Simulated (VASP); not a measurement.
# ZnO (P6_3mc) in VASP: settings compared, part 2 of 2

VASP 6.6.1.

## 3. Relaxation of shape and atoms at fixed volume, PBEsol (volume scaled by 0.98)

INCAR reads:

```
ALGO = Normal
EDIFF = 1E-6
EDIFFG = -0.01
ENCUT = 600
GGA = PS
IBRION = 2
ISIF = 4
ISMEAR = 0
LASPH = True
LCHARG = False
LREAL = False
LWAVE = False
NELM = 60
NSW = 60
PREC = Accurate
SIGMA = 0.05
```

KPOINTS reads:

```
k-points
0
Gamma
  8 8 6
```

POSCAR reads:

```
ZnO
1.0
    3.2100577789      0.0000000000      0.0000000000
   -1.6050288894      2.7799915841      0.0000000000
    0.0000000000      0.0000000000      5.1761641821
Zn O
2 2
Direct
    0.3333333333      0.6666666667      0.0014489168
    0.6666666667      0.3333333333      0.5014489168
    0.3333333333      0.6666666667      0.3806510832
    0.6666666667      0.3333333333      0.8806510832
```

Potentials or basis: VASP PAW PBE potentials, release 64 (Zn, O).

Run with:

```
$ cat potpaw_PBE.64/Zn/POTCAR potpaw_PBE.64/O/POTCAR > POTCAR
$ mpirun -np 1 vasp_std > vasp.out
```

OUTCAR:

```text
EDIFF = 1E-6
   EDIFFG = -0.01
   ENCUT = 600
   GGA = PS
   IBRION = 2
   ISIF = 4
   ISMEAR = 0
   LASPH = True
   LREAL = False
   NELM = 60
   NSW = 60
   PREC = Accurate

 ion  position               nearest neighbor table
   1  0.333  0.667  0.001-   4 1.96   4 1.96   4 1.96   3 1.96
   2  0.667  0.333  0.501-   3 1.96   3 1.96   3 1.96   4 1.96
   3  0.333  0.667  0.381-   2 1.96   2 1.96   2 1.96   1 1.96
   4  0.667  0.333  0.881-   1 1.96   1 1.96   1 1.96   2 1.96

  LATTYP: Found a hexagonal cell.
 ALAT       =     3.2100577789
 C/A-ratio  =     1.6124831821

  Lattice vectors:

 A1 = (   3.2100577789,   0.0000000000,   0.0000000000)
 A2 = (  -1.6050288894,   2.7799915841,   0.0000000000)
 A3 = (   0.0000000000,   0.0000000000,   5.1761641821)

Analysis of symmetry for initial positions (statically):
=====================================================================
 Subroutine PRICEL returns:
 Original cell was already a primitive cell.

 Routine SETGRP: Setting up the symmetry group for a
 hexagonal supercell.

 Subroutine GETGRP returns: Found 12 space group operations
 (whereof  6 operations were pure point group operations)
 out of a pool of 24 trial point group operations.

The static configuration has the point symmetry C_3v.
 The point group associated with its full space group is C_6v.

Analysis of symmetry for dynamics (positions and initial velocities):
=====================================================================
 Subroutine PRICEL returns:
 Original cell was already a primitive cell.

 Routine SETGRP: Setting up the symmetry group for a
 hexagonal supercell.

 Subroutine GETGRP returns: Found 12 space group operations
 (whereof  6 operations were pure point group operations)
 out of a pool of 24 trial point group operations.

The dynamic configuration has the point symmetry C_3v.
 The point group associated with its full space group is C_6v.

 Subroutine INISYM returns: Found 12 space group operations
 (whereof  6 operations are pure point group operations),
 and found     1 'primitive' translations

----------------------------------------------------------------------------------------

                                     Primitive cell

  volume of cell :      46.1917

  direct lattice vectors                    reciprocal lattice vectors
     3.210057779  0.000000000  0.000000000     0.311520872  0.179856660  0.000000000
    -1.605028889  2.779991584  0.000000000     0.000000000  0.359713319  0.000000000
     0.000000000  0.000000000  5.176164182     0.000000000  0.000000000  0.193193254

  length of vectors
     3.210057779  3.210057779  5.176164182     0.359713319  0.359713319  0.193193254

  position of ions in fractional coordinates (direct lattice)
     0.333333333  0.666666667  0.001448917
     0.666666667  0.333333333  0.501448917
     0.333333333  0.666666667  0.380651083
     0.666666667  0.333333333  0.880651083

  ion indices of the primitive-cell ions
   primitive index   ion index
                 1           1
                 2           2
                 3           3
                 4           4

----------------------------------------------------------------------------------------

 KPOINTS: k-points

Automatic generation of k-mesh.
 Grid dimensions read from file:
 generate k-points for:    8    8    6

 Generating k-lattice:

  Cartesian coordinates                     Fractional coordinates (reciprocal lattice)
     0.038940109  0.022482082  0.000000000     0.125000000  0.000000000  0.000000000
     0.000000000  0.044964165  0.000000000     0.000000000  0.125000000  0.000000000
     0.000000000  0.000000000  0.032198876     0.000000000  0.000000000  0.166666667

  Length of vectors
     0.044964165  0.044964165  0.032198876

  Shift w.r.t. Gamma in fractional coordinates (k-lattice)
     0.000000000  0.000000000  0.000000000

 Subroutine IBZKPT returns following result:
 ===========================================

 Found     40 irreducible k-points:

 Following reciprocal coordinates:
            Coordinates               Weight
  0.000000  0.000000  0.000000      1.000000
  0.125000 -0.000000  0.000000      6.000000
  0.250000 -0.000000  0.000000      6.000000
  0.375000  0.000000  0.000000      6.000000
  0.500000 -0.000000  0.000000      3.000000
  0.125000  0.125000  0.000000      6.000000
[... 16 lines left out ...]
  0.250000 -0.000000  0.333333     12.000000
  0.375000  0.000000  0.333333     12.000000
 [... further k-points ...]
   k-points           NKPTS =     40   k-points in BZ     NKDIM =     40   number of bands    NBANDS=     22
   number of dos      NEDOS =    301   number of ions     NIONS =      4
   total plane-waves  NPLWV =  32928
   dimension x,y,z NGX =    28 NGY =   28 NGZ =   42
   dimension x,y,z NGXF=    56 NGYF=   56 NGZF=   84
   ions per type =               2   2
   NGX,Y,Z   is equivalent  to a cutoff of  14.50, 14.50, 13.49 a.u.
   NGXF,Y,Z  is equivalent  to a cutoff of  29.00, 29.00, 26.98 a.u.
 SYSTEM =  unknown system
   PREC   = accura    normal or accurate (medium, high low for compatibility)
   ISTART =      0    job   : 0-new  1-cont  2-samecut
   ICHARG =      2    charge: 1-file 2-atom 10-const
   ISPIN  =      1    spin polarized calculation?
   LNONCOLLINEAR =      F non collinear calculations
   LSORBIT =      F    spin-orbit coupling
   LASPH  =      T    aspherical Exc in radial PAW
   ENCUT  =  600.0 eV  44.10 Ry    6.64 a.u.   6.41  6.41 10.34*2*pi/ulx,y,z
   NELM   =     60;   NELMIN=  2; NELMDL= -5     # of ELM steps
   EDIFF  = 0.1E-05   stopping-criterion for ELM
   LREAL  =      F    real-space projection
   EDIFFG = -.1E-01   stopping-criterion for IOM
   NSW    =     60    number of steps for IOM
   IBRION =      2    ionic relax: 0-MD 1-quasi-New 2-CG
   NFREE  =      1    steps in history (QN), initial steepest desc. (CG)
   ISIF   =      4    stress and relaxation
   ISYM   =      2    0-nonsym 1-usesym 2-fastsym
   POTIM  = 0.5000    time-step for ionic-motion
   TEBEG  =    0.0;   TEEND  =   0.0 temperature during run
   PSTRESS=    0.0 pullay stress
   NELECT =      36.0000    total number of electrons
   NUPDOWN=      -1.0000    fix difference up-down
   EMIN   =  10.00;   EMAX   =-10.00  energy-range for DOS
   EFERMI =   0.00;   METHOD = LEGACY
   ISMEAR =     0;   SIGMA  =   0.05  broadening in eV -4-tet -1-fermi 0-gaus
   EFERMI_NEDOS =   21; number of points for ismear=-14 and -15
   IALGO  =     38    algorithm
   IMIX   =      4    mixing-type and parameters
     AMIX     =   0.40;   BMIX     =  1.00
     AMIX_MAG =   1.60;   BMIX_MAG =  1.00
  volume/ion in A,a.u.               =      11.55        77.93
  Fermi-wavevector in a.u.,A,eV,Ry     =   1.506564  2.846993 30.881614  2.269735
  Thomas-Fermi vector in A             =   2.617265
   LORBIT       =      0    0 simple, 1 ext, 2 COOP (PROOUT), +10 PAW based schemes
   GGA     = PS    functional components
   LHFCALC =     F    Hartree Fock is set to
   AEXX    =    0.0000 exact exchange contribution
   IVDW    =     0    specifies the selected vdW correction
   LEPSILON=     F    determine dielectric tensor
   LRPA    =     F    only Hartree local field effects (RPA)
 conjugate gradient relaxation of ions
 non-spin polarized calculation
 Gauss-broadening in eV      SIGMA  =   0.05
  energy-cutoff  :      600.00
  volume of cell :       46.19
 maximum number of plane-waves:      1562
 NGX is ok and might be reduce to    28
   NGX = 13   NGY = 13   NGZ = 21

 number of electron      35.9999997 magnetization

 Free energy of the ion-electron system (eV)
  ---------------------------------------------------
  ext. energy  EPLUGINS =         0.00000000
  ---------------------------------------------------
  free energy    TOTEN  =       -19.39868598 eV

  energy without entropy =      -19.39868598  energy(sigma->0) =      -19.39868598

 E-fermi :   1.6287     XC(G=0): -11.3478

 val. band max:        1.3303710512   @ k =   0.0000   0.0000   0.0000
 cond. band min:       2.0503551902   @ k =   0.0000   0.0000   0.0000
 fundamental gap:      0.7199841389
 Fermi energy:         1.6287163264

 k-point     1 :       0.0000    0.0000    0.0000
  band No.  band energies     occupation
      1     -16.9660      2.00000
      2     -16.1772      2.00000
      3      -4.6358      2.00000
      4      -4.5425      2.00000
      5      -4.5425      2.00000
      6      -4.4930      2.00000
[... 574 lines left out ...]
      6      -4.1178      2.00000
[... 14 lines left out ...]
     21       9.8749      0.00000
     22      10.1233      0.00000

 [... further k-points ...]
[... 5 lines left out ...]
  --------------------------------------------------------------------------------------
  -------------------------------------------------------------------------------------
  Total        1.1081418      1.1081418      1.1442842      0.0000000      0.0000000      0.0000000
  in kB       38.4362976     38.4362976     39.6899082      0.0000000      0.0000000      0.0000000
  external PRESSURE =      38.8541678 kB  Pullay stress =       0.0000000 kB

 VOLUME and BASIS-vectors are now :
 -----------------------------------------------------------------------------
  energy-cutoff  :      600.00
  volume of cell :       46.19
      direct lattice vectors                 reciprocal lattice vectors
     3.210057779  0.000000000  0.000000000     0.311520872  0.179856660  0.000000000
    -1.605028889  2.779991584  0.000000000     0.000000000  0.359713319  0.000000000
     0.000000000  0.000000000  5.176164182     0.000000000  0.000000000  0.193193254

 POSITION                                       TOTAL-FORCE (eV/Angst)
 -----------------------------------------------------------------------------------
     -0.00000      1.85333      0.00750        -0.000000     -0.000000      0.000243
      1.60503      0.92666      2.59558         0.000000     -0.000000      0.000243
     -0.00000      1.85333      1.97031        -0.000000      0.000000     -0.000243
      1.60503      0.92666      4.55839        -0.000000      0.000000     -0.000243
 -----------------------------------------------------------------------------------
    total drift:                               -0.000000     -0.000000     -0.001622

  FREE ENERGIE OF THE ION-ELECTRON SYSTEM (eV)
  ---------------------------------------------------
  free  energy   TOTEN  =       -19.3986859842 eV

  energy  without entropy=      -19.3986859842  energy(sigma->0) =      -19.39868598

 reached required accuracy - stopping structural energy minimisation
```

Wall time 45 s (1 thread of Intel Xeon Platinum 8259CL at 2.50GHz (Skylake/Cascade Lake), shared host); peak memory 0.2 GiB.

Results:

| Quantity | Value |
| --- | --- |
| Free energy | -19.3987 eV |
| Pressure after relaxing | 3.9 GPa |
| Band gap on the k mesh | 0.72 eV, direct |

Final structure:
```
Zn O
1.0
     3.21006    0.00000    0.00000
    -1.60503    2.77999    0.00000
     0.00000    0.00000    5.17616
Zn O
2 2
Cartesian
  0.0000 1.8533 0.0075
  1.6050 0.9267 2.5956
  0.0000 1.8533 1.9703
  1.6050 0.9267 4.5584
```

Caveat: the relaxation stopped at its first step, so nothing moved; the PAW data sets were made with another functional, which shifts forces and pressure a little.

## 4. Single point, PBEsol (volume scaled by 0.96)

INCAR reads:

```
SYSTEM = ZnO
ALGO = Normal
EDIFF = 1E-7
ENCUT = 520
GGA = PS
ISIF = 2
ISMEAR = 0
LASPH = .True.
LCHARG = .False.
LREAL = .False.
LWAVE = .False.
NBANDS = 26
NELM = 80
PREC = Accurate
SIGMA = 0.05
```

KPOINTS reads:

```
k-points
0
Gamma
  8 8 6
  0 0 0
```

POSCAR reads:

```
ZnO
1.0
    3.1880703917      0.0000000000      0.0000000000
   -1.5940351958      2.7609499483      0.0000000000
    0.0000000000      0.0000000000      5.1407098901
Zn O
2 2
Direct
    0.3333333333      0.6666666667      0.0014489168
    0.6666666667      0.3333333333      0.5014489168
    0.3333333333      0.6666666667      0.3806510832
    0.6666666667      0.3333333333      0.8806510832
```

Run with:

```
$ cat potpaw_PBE.64/Zn/POTCAR potpaw_PBE.64/O/POTCAR > POTCAR
$ mpirun -np 1 vasp_std > vasp.out
```

It took 37 s on 1 thread of Intel Xeon Platinum 8259CL at 2.50GHz (Skylake/Cascade Lake), shared host; peak memory 0.17 GiB.

Results (log left out):

```
Free energy            : -19.3596 eV
Pressure               : 7.6 GPa
Band gap on the k mesh : 0.75 eV, direct
```

Stress tensor (GPa, compression positive):
```
7.59 0.00 0.00
0.00 7.59 0.00
0.00 0.00 7.68
```

Levels at points of the mesh, in eV from the valence-band top:
```tsv
k point	band 16	band 17	band 18	band 19	band 20	band 21
(0.00, 0.00, 0.00)	-0.11	0.00	0.00	0.75	5.30	8.24
(0.50, 0.00, 0.00)	-2.46	-1.39	-0.91	5.90	6.77	7.48
(0.00, 0.00, 0.50)	-0.43	-0.43	-0.43	3.47	3.47	10.12
(0.50, 0.00, 0.50)	-1.63	-1.49	-1.49	5.64	5.64	8.63
```

Caveat: the PAW data sets were made with another functional, which shifts forces and pressure a little.

## 5. Single point, RPBE+D4 (volume scaled by 0.96)

INCAR reads:

```
ALGO     = Normal         # electronic algorithm
EDIFF    = 1E-6           # SCF threshold, eV
ENCUT    = 520            # plane-wave cutoff, eV
GGA      = RP             # functional
ISIF     = 2              # what is computed and relaxed
ISMEAR   = 0              # smearing method
IVDW     = 13             # dispersion correction
LASPH    = T              # aspherical terms in the spheres
LCHARG   = F              # write CHGCAR
LREAL    = F              # projectors in reciprocal space
LWAVE    = F              # write WAVECAR
NBANDS   = 26             # bands
NELM     = 100            # most SCF steps
PREC     = Accurate       # precision mode
SIGMA    = 0.05           # smearing width, eV
```

KPOINTS reads:

```
k-points
0
Gamma
  8 8 6
```

POSCAR reads:

```
ZnO
1.0
    3.2131398380      0.0000000000      0.0000000000
   -1.6065699190      2.7826607256      0.0000000000
    0.0000000000      0.0000000000      5.1811339505
Zn O
2 2
Direct
    0.3333333333      0.6666666667      0.0014489168
    0.6666666667      0.3333333333      0.5014489168
    0.3333333333      0.6666666667      0.3806510832
    0.6666666667      0.3333333333      0.8806510832
```

Run with:

```
$ cat potpaw_PBE.64/Zn/POTCAR potpaw_PBE.64/O/POTCAR > POTCAR
$ mpirun -np 1 vasp_std > vasp.out
```

Wall time 40 s (1 thread of Intel Xeon Platinum 8259CL at 2.50GHz (Skylake/Cascade Lake), shared host); peak memory 0.18 GiB.

It converged, with:

```
Free energy                : -18.2511 eV
Pressure                   : 7.2 GPa
Band gap on the k mesh     : 0.91 eV, direct
Dispersion energy per atom : -0.525 eV
```

Levels at points of the mesh, in eV from the valence-band top:
```
           k point  band 16  band 17  band 18  band 19  band 20  band 21
(0.00, 0.00, 0.00)    -0.10     0.00     0.00     0.91     5.42     8.40
(0.50, 0.00, 0.00)    -2.35    -1.32    -0.87     5.97     7.02     7.72
(0.00, 0.00, 0.50)    -0.41    -0.41    -0.41     3.59     3.59    10.28
(0.50, 0.00, 0.50)    -1.56    -1.42    -1.42     5.86     5.86     8.68
```

Caveat: the PAW data sets were made with another functional, which shifts forces and pressure a little.

## 6. Single point, PBEsol (volume scaled by 0.98)

INCAR reads:

```
ALGO = Normal
EDIFF = 1E-6
ENCUT = 520
GGA = PS
ISIF = 2
ISMEAR = 0
LASPH = T
LCHARG = T
LELF = T
LREAL = F
LVHAR = T
LWAVE = F
NBANDS = 26
NELM = 80
PREC = Accurate
SIGMA = 0.05
```

KPOINTS is that of step 5.

POSCAR reads:

```
ZnO
1.0
    3.2100577789      0.0000000000      0.0000000000
   -1.6050288894      2.7799915841      0.0000000000
    0.0000000000      0.0000000000      5.1761641821
Zn O
2 2
Direct
    0.3333333333      0.6666666667      0.0014489168
    0.6666666667      0.3333333333      0.5014489168
    0.3333333333      0.6666666667      0.3806510832
    0.6666666667      0.3333333333      0.8806510832
```

Potentials or basis: VASP PAW PBE potentials, release 64 (Zn, O).

Run with:

```
$ cat potpaw_PBE.64/Zn/POTCAR potpaw_PBE.64/O/POTCAR > POTCAR
$ mpirun -np 1 vasp_std > vasp.out
```

Wall time 34 s (1 thread of Intel Xeon Platinum 8259CL at 2.50GHz (Skylake/Cascade Lake), shared host); peak memory 0.18 GiB.

It converged, with:

```yaml
Free_energy: -19.3948 eV
Pressure: 4.0 GPa
Band_gap_on_the_k_mesh: 0.72 eV, direct
```

Stress tensor (GPa, compression positive):
```
3.97 0.00 0.00
0.00 3.97 0.00
0.00 0.00 4.08
```

Levels at points of the mesh, in eV from the valence-band top:
| k point | band 14 | band 15 | band 16 | band 17 | band 18 | band 19 | band 20 | band 21 | band 22 | band 23 |
| --- | --- | --- | --- | --- | --- | --- | --- | --- | --- | --- |
| (0.00, 0.00, 0.00) | -0.84 | -0.84 | -0.10 | 0.00 | 0.00 | 0.72 | 5.22 | 8.17 | 12.92 | 12.92 |
| (0.50, 0.00, 0.00) | -3.68 | -2.94 | -2.39 | -1.36 | -0.89 | 5.81 | 6.74 | 7.46 | 8.64 | 10.61 |
| (0.00, 0.00, 0.50) | -2.29 | -0.41 | -0.41 | -0.41 | -0.41 | 3.43 | 3.43 | 10.04 | 10.04 | 13.21 |
| (0.50, 0.00, 0.50) | -3.83 | -1.59 | -1.59 | -1.45 | -1.45 | 5.61 | 5.61 | 8.51 | 8.51 | 11.26 |

Caveat: the PAW data sets were made with another functional, which shifts forces and pressure a little.

## 7. Overview

```tsv
task	level	cell	cutoff (eV)	gap on the mesh (eV)	pressure (GPa)
relaxation of shape and atoms at fixed volume	PBEsol	relaxed from a = 3.188, b = 3.188, c = 5.141 Å, angles 90.0, 90.0, 120.0°, 4 atoms	600	0.75	7.3
relaxation of shape and atoms at fixed volume	PBEsol	relaxed from a = 3.210, b = 3.210, c = 5.176 Å, angles 90.0, 90.0, 120.0°, 4 atoms	600	0.72	3.9
single point	PBEsol	a = 3.188, b = 3.188, c = 5.141 Å, angles 90.0, 90.0, 120.0°, 4 atoms	520	0.75	7.6
single point	RPBE+D4	a = 3.213, b = 3.213, c = 5.181 Å, angles 90.0, 90.0, 120.0°, 4 atoms	520	0.91	7.2
single point	PBEsol	a = 3.210, b = 3.210, c = 5.176 Å, angles 90.0, 90.0, 120.0°, 4 atoms	520	0.72	4.0
```

Alike in all rows: potentials or basis VASP PAW PBE potentials, release 64 (Zn, O); no spin polarisation; k mesh 8 × 8 × 6; smearing gaussian 0.05 eV.

Caveats: the PAW data sets were made with another functional, which shifts forces and pressure a little; the relaxation stopped at its first step, so nothing moved (some runs).

Absolute energies hang on the potentials; compare differences alone.
